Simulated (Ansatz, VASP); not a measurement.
One calculation of RbReB2, two programs

The input INCAR:

```
SYSTEM = RbReB2
PREC = Accurate ; ENCUT = 520
EDIFF = 1E-7 ; ISMEAR = 0
SIGMA = 0.1 ; LREAL = .False.
LASPH = .True. ; NELM = 100
ALGO = Normal ; ISIF = 2
LWAVE = .False. ; LCHARG = .False.
GGA = PE ; NBANDS = 19
```

The input KPOINTS:

```
regular mesh
0
Gamma
  4 4 4
  0 0 0
```

File POSCAR:

```
RbReB2
1.0
    4.0598134400      0.0000000000      0.0000000000
    0.0000000000      4.0598134400      0.0000000000
    0.0000000000      0.0000000000      4.9849461500
Rb Re B
1 1 2
Direct
    0.0000000000      0.0000000000      0.4662092800
    0.0000000000      0.0000000000      0.9926794100
    0.0000000000      0.5000000000      0.8496069600
    0.5000000000      0.0000000000      0.8496069600
```

Input for Ansatz:

```yaml
crystal:
  lattice:
    - [4.05981344, 0.0, 0.0]
    - [0.0, 4.05981344, 0.0]
    - [0.0, 0.0, 4.98494615]
  atoms:
    - { symbol: Rb, position: [0.0, 0.0, 0.46620928] }
    - { symbol: Re, position: [0.0, 0.0, 0.99267941] }
    - { symbol: B, position: [0.0, 0.5, 0.84960696] }
    - { symbol: B, position: [0.5, 0.0, 0.84960696] }
basis:
  ecutwfc: 420
kpoints:
  mp_grid: { grid: [4, 4, 4] }
hamiltonian:
  xc: pbe
scf:
  occupations: { method: gaussian, width: 0.1 }
  lower_state_search: "off"
output:
  forces: true
  stress: true
  eigenvalues: true
```

Alike in both runs: task single point; functional PBE; k mesh 4 × 4 × 4; occupations gaussian, width 0.1 eV; no spin polarisation.

```csv
,VASP,Ansatz
version,VASP 6.6.1,Ansatz 0.2.0
potentials or method,"VASP PAW PBE potentials, release 64 (Rb_sv, Re, B), cutoff 520 eV","scalar-relativistic, plane waves, PAW"
valence electrons in the cell,22,30
```

Ansatz gave:

* gap on the k mesh at the Fermi level (eV): none
* pressure (GPa): 6.2
* traceless stress, the component that is largest in VASP (GPa): 29.94
* rms of the force components (eV/Å): 1.633

What did VASP give for the same quantities?

gap on the k mesh at the Fermi level (eV): none; pressure (GPa): 7.1; traceless stress, the component that is largest in VASP (GPa): 30.97; rms of the force components (eV/Å): 1.673.

Atom by atom the forces differ by 0.092 eV/Å (rms over components). A gap of «none» marks a metal or a gap that the smearing closes. With one functional, cell and mesh, what is left measures potentials, basis and numerics. VASP's potentials hold 22 valence electrons a cell and Ansatz's 30, so a difference there can come from the potentials and not from the codes.

The k mesh is coarse, so the values compare programs but aren't converged. Neither program's run includes spin-orbit coupling.
